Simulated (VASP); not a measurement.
# Zr2HS4 in VASP: notebook, part 2 of 2

VASP 6.6.1.

### 3 Single point, PBE+D3(BJ)

Contents of INCAR:

```
SYSTEM = Zr2HS4
ALGO = Normal
DIPOL = 0.5 0.5 0.278
EDIFF = 1E-6
ENCUT = 400
GGA = PE
GGA_COMPAT = .FALSE.
IDIPOL = 3
ISIF = 2
ISMEAR = 0
IVDW = 12
LASPH = .TRUE.
LCHARG = .FALSE.
LDIPOL = .TRUE.
LREAL = .FALSE.
LWAVE = .FALSE.
NBANDS = 62
NELM = 120
NELMDL = -8
PREC = Accurate
SIGMA = 0.05
```

Contents of KPOINTS:

```
k-points
0
G
  6 6 1
  0 0 0
```

Contents of POSCAR:

```
Zr2HS4
1.0
    7.2976778227      0.0000000000      0.0000000000
   -3.6488389114      6.3199743831      0.0000000000
    0.0000000000      0.0000000000     20.9171506047
S Zr H
8 4 2
Direct
    0.3333333333      0.1666666667      0.1912306354
    0.3333333333      0.6666666667      0.1912306354
    0.8333333333      0.1666666667      0.1912306354
    0.8333333333      0.6666666667      0.1912306354
    0.1666666667      0.3333333333      0.3306927762
    0.1666666667      0.8333333333      0.3306927762
    0.6666666667      0.3333333333      0.3306927762
    0.6666666667      0.8333333333      0.3306927762
    0.0000000000      0.0000000000      0.2609617058
    0.0000000000      0.5000000000      0.2609617058
    0.5000000000      0.0000000000      0.2609617058
    0.5000000000      0.5000000000      0.2609617058
    0.2969803379      0.7030196621      0.3828031244
    0.3696863288      0.6303136712      0.3828031244
```

Potentials or basis: VASP PAW PBE potentials, release 64 (S, Zr_sv, H).

Launch:

```
$ cat potpaw_PBE.64/S/POTCAR potpaw_PBE.64/Zr_sv/POTCAR potpaw_PBE.64/H/POTCAR > POTCAR
$ mpirun -np 1 vasp_std > vasp.out
```

OUTCAR:

```text
SYSTEM = Zr2HS4
   EDIFF = 1E-6
   ENCUT = 400
   GGA = PE
   ISIF = 2
   ISMEAR = 0
   IVDW = 12
   LASPH = .TRUE.
   LREAL = .FALSE.
   NELM = 120
   NELMDL = -8
   PREC = Accurate
 IVDW          = 12

 ion  position               nearest neighbor table
   1  0.333  0.167  0.191-   9 2.56  12 2.56  11 2.56
   2  0.333  0.667  0.191-  10 2.56  11 2.56  12 2.56
   3  0.833  0.167  0.191-  11 2.56  10 2.56   9 2.56
   4  0.833  0.667  0.191-  12 2.56   9 2.56  10 2.56
   5  0.167  0.333  0.331-  12 2.56   9 2.56  10 2.56
[... 1073 lines left out ...]
  volume of cell :      964.72
      direct lattice vectors                 reciprocal lattice vectors
     7.297677823  0.000000000  0.000000000     0.137029891  0.079114245  0.000000000
    -3.648838911  6.319974383  0.000000000     0.000000000  0.158228489  0.000000000
     0.000000000  0.000000000 20.917150605     0.000000000  0.000000000  0.047807659

 POSITION                                       TOTAL-FORCE (eV/Angst)
 -----------------------------------------------------------------------------------
      1.82442      1.05333      4.00000        -0.011166     -0.000152     -0.007110
     -0.00000      4.21332      4.00000        -0.008369      0.004832      0.031088
      5.47326      1.05333      4.00000         0.025061     -0.014469     -0.011694
      3.64884      4.21332      4.00000        -0.005452      0.009746     -0.007110
      0.00000      2.10666      6.91715        -0.059355     -0.299607     -0.289733
     -1.82442      5.26665      6.91715        -0.207042      0.119536     -0.214412
      3.64884      2.10666      6.91715        -0.003752      0.002166      0.060390
      1.82442      5.26665      6.91715         0.229790      0.201206     -0.289733
      0.00000      0.00000      5.45858        -0.091403      0.052771     -0.192085
     -1.82442      3.15999      5.45858        -0.053983     -0.137083     -0.239658
      3.64884      0.00000      5.45858         0.091725      0.115292     -0.239658
      1.82442      3.15999      5.45858         0.100772     -0.058181     -0.261630
     -0.39794      4.44307      8.00715         2.218734     -1.280987      0.837672
      0.39794      3.98357      8.00715        -2.225561      1.284928      0.823672
 -----------------------------------------------------------------------------------
    total drift:                               -0.000008      0.000005      0.000807

  FREE ENERGIE OF THE ION-ELECTRON SYSTEM (eV)
  ---------------------------------------------------
  free  energy   TOTEN  =       -94.4118738588 eV

  energy  without entropy=      -94.4118738588  energy(sigma->0) =      -94.41187386

 vacuum level on the upper side and lower side of the slab         3.011         3.060
```

OSZICAR:

```text
N       E                     dE             d eps       ncg     rms          rms(c)
DAV:   1     0.809156092301E+03    0.80916E+03   -0.36698E+04  1964   0.100E+03
DAV:   2     0.144829542421E+02   -0.79467E+03   -0.77799E+03  2272   0.272E+02
DAV:   3    -0.919952796653E+02   -0.10648E+03   -0.10578E+03  2032   0.919E+01
[... 21 lines left out ...]
DAV:  25    -0.912562855824E+02   -0.12504E-04   -0.46007E-07  1328   0.117E-03    0.791E-04
DAV:  26    -0.912562927512E+02   -0.71688E-05   -0.19669E-07  1200   0.852E-04    0.726E-04
DAV:  27    -0.912562977376E+02   -0.49865E-05   -0.11896E-07  1152   0.710E-04    0.658E-04
DAV:  28    -0.912563006690E+02   -0.29313E-05   -0.97361E-08  1192   0.575E-04    0.280E-04
DAV:  29    -0.912563008401E+02   -0.17113E-06   -0.18230E-08  1040   0.319E-04
   1 F= -.94411874E+02 E0= -.94411874E+02  d E =-.244994E-21
```

stdout:

```text
POSCAR found type information on POSCAR S ZrH
 POSCAR found :  3 types and      14 ions
 scaLAPACK will be used
 LDA part: xc-table for (Slater+PW92), standard interpolation
 POSCAR, INCAR and KPOINTS ok, starting setup
 FFT: planning ... GRIDC
 FFT: planning ... GRID_SOFT
 FFT: planning ... GRID
 WAVECAR not read
 entering main loop
```

It took 31 min on 1 thread of Intel Xeon Platinum 8259CL at 2.50GHz (Skylake/Cascade Lake), shared host; peak memory 0.91 GiB.

Results:

| Quantity | Value |
| --- | --- |
| Free energy | -94.4119 eV |
| Largest force | 2.699 eV/Å |
| Band gap on the k mesh | 1.03 eV |
| Dispersion energy per atom | -0.225 eV |

Forces in eV/Å, atoms in the order of the input:
```
S   -0.011  0.000 -0.007
S   -0.008  0.005  0.031
S    0.025 -0.014 -0.012
S   -0.005  0.010 -0.007
S   -0.059 -0.300 -0.290
S   -0.207  0.120 -0.214
S   -0.004  0.002  0.060
S    0.230  0.201 -0.290
Zr  -0.091  0.053 -0.192
Zr  -0.054 -0.137 -0.240
Zr   0.092  0.115 -0.240
Zr   0.101 -0.058 -0.262
H    2.219 -1.281  0.838
H   -2.226  1.285  0.824
```

### 4 Single point, PBE+D3(BJ)

Contents of INCAR:

```
  ALGO = Normal
  DIPOL = 0.5 0.5 0.281
  EDIFF = 1E-6
  ENCUT = 400
  GGA = PE
  GGA_COMPAT = F
  IDIPOL = 3
  ISIF = 2
  ISMEAR = 0
  IVDW = 12
  LASPH = T
  LCHARG = T
  LDIPOL = T
  LELF = T
  LREAL = F
  LVACPOTAV = T
  LVHAR = T
  LWAVE = F
  NBANDS = 62
  NELM = 120
  NELMDL = -8
  PREC = Accurate
  SIGMA = 0.05
```

Contents of KPOINTS:

```
k-points
0
Gamma
  6 6 1
```

POSCAR, as its differences from that of step 3:

```diff
@@ -20,3 +20,3 @@
     0.5000000000      0.5000000000      0.2609617058
-    0.2969803379      0.7030196621      0.3828031244
-    0.3696863288      0.6303136712      0.3828031244
+    0.2969803379      0.7030196621      0.3981015752
+    0.3696863288      0.6303136712      0.3981015752
```

Potentials or basis: VASP PAW PBE potentials, release 64 (S, Zr_sv, H).

Launch:

```
$ cat potpaw_PBE.64/S/POTCAR potpaw_PBE.64/Zr_sv/POTCAR potpaw_PBE.64/H/POTCAR > POTCAR
$ mpirun -np 1 vasp_std > vasp.out
```

OUTCAR:

```text
EDIFF = 1E-6
   ENCUT = 400
   GGA = PE
   ISIF = 2
   ISMEAR = 0
   IVDW = 12
   LASPH = T
   LREAL = F
   NELM = 120
   NELMDL = -8
   PREC = Accurate
 IVDW          = 12

 ion  position               nearest neighbor table
   1  0.333  0.167  0.191-   9 2.56  12 2.56  11 2.56
   2  0.333  0.667  0.191-  10 2.56  11 2.56  12 2.56
   3  0.833  0.167  0.191-  11 2.56  10 2.56   9 2.56
   4  0.833  0.667  0.191-  12 2.56   9 2.56  10 2.56
   5  0.167  0.333  0.331-  12 2.56   9 2.56  10 2.56
   6  0.167  0.833  0.331-  11 2.56  10 2.56   9 2.56
   7  0.667  0.333  0.331-  10 2.56  11 2.56  12 2.56
   8  0.667  0.833  0.331-   9 2.56  12 2.56  11 2.56
   9  0.000  0.000  0.261-   1 2.56   8 2.56   5 2.56   4 2.56   6 2.56   3 2.56  12 3.65  12 3.65
                            11 3.65  11 3.65  10 3.65  10 3.65
  10  0.000  0.500  0.261-   2 2.56   7 2.56   6 2.56   3 2.56   4 2.56   5 2.56  11 3.65  11 3.65
                            12 3.65  12 3.65   9 3.65   9 3.65
  11  0.500  0.000  0.261-   3 2.56   6 2.56   2 2.56   7 2.56   1 2.56   8 2.56  10 3.65  10 3.65
                             9 3.65   9 3.65  12 3.65  12 3.65
  12  0.500  0.500  0.261-   4 2.56   5 2.56   1 2.56   8 2.56   7 2.56   2 2.56   9 3.65   9 3.65
                            10 3.65  10 3.65  11 3.65  11 3.65
  13  0.297  0.703  0.398-
  14  0.370  0.630  0.398-

  LATTYP: Found a hexagonal cell.
 ALAT       =     7.2976778227
 C/A-ratio  =     2.8662748771

  Lattice vectors:

 A1 = (   7.2976778227,   0.0000000000,   0.0000000000)
 A2 = (  -3.6488389114,   6.3199743831,   0.0000000000)
 A3 = (   0.0000000000,   0.0000000000,  20.9171506047)

Analysis of symmetry for initial positions (statically):
=====================================================================
 Subroutine PRICEL returns:
 Original cell was already a primitive cell.

 Routine SETGRP: Setting up the symmetry group for a
 hexagonal supercell.

 Subroutine GETGRP returns: Found  2 space group operations
[... 171 lines left out ...]
 dipolmoment           0.000000      0.000000     -0.003548 electrons x Angstroem

 Free energy of the ion-electron system (eV)
  ---------------------------------------------------
  ext. energy  EPLUGINS =         0.00000000
  ---------------------------------------------------
  free energy    TOTEN  =       -91.66839335 eV

  energy without entropy =      -91.66839335  energy(sigma->0) =      -91.66839335

 E-fermi :  -3.0089     XC(G=0):  -3.2407

 val. band max:       -3.3072689410   @ k =   0.0000   0.0000   0.0000
 cond. band min:      -2.1952314975   @ k =   0.0000   0.0000   0.0000
 fundamental gap:      1.1120374435
 Fermi energy:        -3.0088956661

 k-point     1 :       0.0000    0.0000    0.0000
  band No.  band energies     occupation
      1     -52.1140      2.00000
      2     -52.0954      2.00000
      3     -52.0931      2.00000
      4     -52.0918      2.00000
      5     -30.3001      2.00000
      6     -30.2988      2.00000
[... 821 lines left out ...]
     60       0.2817      0.00000
     61       0.3109      0.00000
 [bands above 61 left out]

------------------------ aborting loop because EDIFF is reached ----------------------------------------

 Edisp (eV)   -3.14753

 E8    (eV) :    -1.3986

  FORCE on cell =-STRESS in cart. coord.  units (eV):
  Direction    XX          YY          ZZ          XY          YZ          ZX
  --------------------------------------------------------------------------------------
  -------------------------------------------------------------------------------------
  Total      -1.70557    -0.28194     1.67714     1.23290     0.08038    -0.13923
  in kB      -2.83256    -0.46824     2.78533     2.04756     0.13350    -0.23122
  external pressure =       -0.17 kB  Pullay stress =        0.00 kB

 VOLUME and BASIS-vectors are now :
 -----------------------------------------------------------------------------
  energy-cutoff  :      400.00
  volume of cell :      964.72
      direct lattice vectors                 reciprocal lattice vectors
     7.297677823  0.000000000  0.000000000     0.137029891  0.079114245  0.000000000
    -3.648838911  6.319974383  0.000000000     0.000000000  0.158228489  0.000000000
     0.000000000  0.000000000 20.917150605     0.000000000  0.000000000  0.047807659

 POSITION                                       TOTAL-FORCE (eV/Angst)
 -----------------------------------------------------------------------------------
      1.82442      1.05333      4.00000         0.000505     -0.001094     -0.021937
     -0.00000      4.21332      4.00000        -0.008063      0.004655      0.026695
      5.47326      1.05333      4.00000         0.008703     -0.005025     -0.022902
      3.64884      4.21332      4.00000         0.001200      0.000110     -0.021937
      0.00000      2.10666      6.91715        -0.026984     -0.183912     -0.206818
     -1.82442      5.26665      6.91715        -0.107149      0.061862     -0.117653
      3.64884      2.10666      6.91715        -0.001622      0.000936      0.047927
      1.82442      5.26665      6.91715         0.145780      0.115325     -0.206818
      0.00000      0.00000      5.45858        -0.061935      0.035758     -0.092174
     -1.82442      3.15999      5.45858         0.019696     -0.062078     -0.093667
      3.64884      0.00000      5.45858         0.063609      0.013981     -0.093667
      1.82442      3.15999      5.45858         0.018755     -0.010828     -0.113861
     -0.39794      4.44307      8.32715         2.451506     -1.415377      0.445136
      0.39794      3.98357      8.32715        -2.504000      1.445685      0.471677
 -----------------------------------------------------------------------------------
    total drift:                               -0.000007      0.000004      0.000735

  FREE ENERGIE OF THE ION-ELECTRON SYSTEM (eV)
  ---------------------------------------------------
  free  energy   TOTEN  =       -94.8159224570 eV

  energy  without entropy=      -94.8159224570  energy(sigma->0) =      -94.81592246

 vacuum level on the upper side and lower side of the slab         3.119         3.133
```

OSZICAR:

```text
N       E                     dE             d eps       ncg     rms          rms(c)
DAV:   1     0.806861124753E+03    0.80686E+03   -0.36683E+04  1964   0.100E+03
DAV:   2     0.136591153119E+02   -0.79320E+03   -0.77819E+03  2294   0.272E+02
DAV:   3    -0.924414838504E+02   -0.10610E+03   -0.10544E+03  2024   0.917E+01
[... 21 lines left out ...]
DAV:  25    -0.916683788687E+02   -0.12554E-04   -0.45470E-07  1290   0.119E-03    0.824E-04
DAV:  26    -0.916683855297E+02   -0.66609E-05   -0.20628E-07  1200   0.879E-04    0.653E-04
DAV:  27    -0.916683909566E+02   -0.54270E-05   -0.13924E-07  1152   0.812E-04    0.672E-04
DAV:  28    -0.916683930440E+02   -0.20874E-05   -0.78942E-08  1176   0.566E-04    0.310E-04
DAV:  29    -0.916683933500E+02   -0.30604E-06   -0.20578E-08  1040   0.366E-04
   1 F= -.94815922E+02 E0= -.94815922E+02  d E =-.447713E-18
```

Wall time 15 min (1 thread of Oxide Virtual Turin-like, shared host); peak memory 0.85 GiB.

What came out:

```
Free energy                : -94.8159 eV
Largest force              : 2.930 eV/Å
Band gap on the k mesh     : 1.11 eV
Dispersion energy per atom : -0.225 eV
```

Forces on the atoms (eV/Å):
```
S    0.001 -0.001 -0.022
S   -0.008  0.005  0.027
S    0.009 -0.005 -0.023
S    0.001  0.000 -0.022
S   -0.027 -0.184 -0.207
S   -0.107  0.062 -0.118
S   -0.002  0.001  0.048
S    0.146  0.115 -0.207
Zr  -0.062  0.036 -0.092
Zr   0.020 -0.062 -0.094
Zr   0.064  0.014 -0.094
Zr   0.019 -0.011 -0.114
H    2.452 -1.415  0.445
H   -2.504  1.446  0.472
```

Levels at points of the mesh, in eV from the valence-band top:
```tsv
k point	band 46	band 47	band 48	band 49	band 50	band 51	band 52	band 53
(0.00, 0.00, 0.00)	-0.91	-0.29	0.00	0.00	1.11	1.12	1.17	1.72
(0.50, 0.00, 0.00)	-0.87	-0.83	-0.49	-0.37	1.51	1.52	2.29	2.31
(0.50, 0.50, 0.00)	-0.85	-0.84	-0.51	-0.40	1.51	1.52	2.29	2.30
```

### 5 The runs side by side

| cell | gap on the mesh (eV) | largest force (eV/Å) |
| --- | --- | --- |
| as given, atomic positions A | 0.29 | 2.60 |
| as given, atomic positions B | 1.03 | 2.70 |
| as given, atomic positions C | 1.11 | 2.93 |

Alike in all rows: task single point; level PBE+D3(BJ); potentials or basis VASP PAW PBE potentials, release 64 (S, Zr_sv, H); no spin polarisation; k mesh 6 × 6 × 1; cutoff (eV) 400; smearing gaussian 0.05 eV.

Caveats: semilocal functionals underestimate gaps, and a narrow one can read as zero (at least some runs).

Total energies depend on the potentials used, so only differences within one code and one set of settings carry meaning.
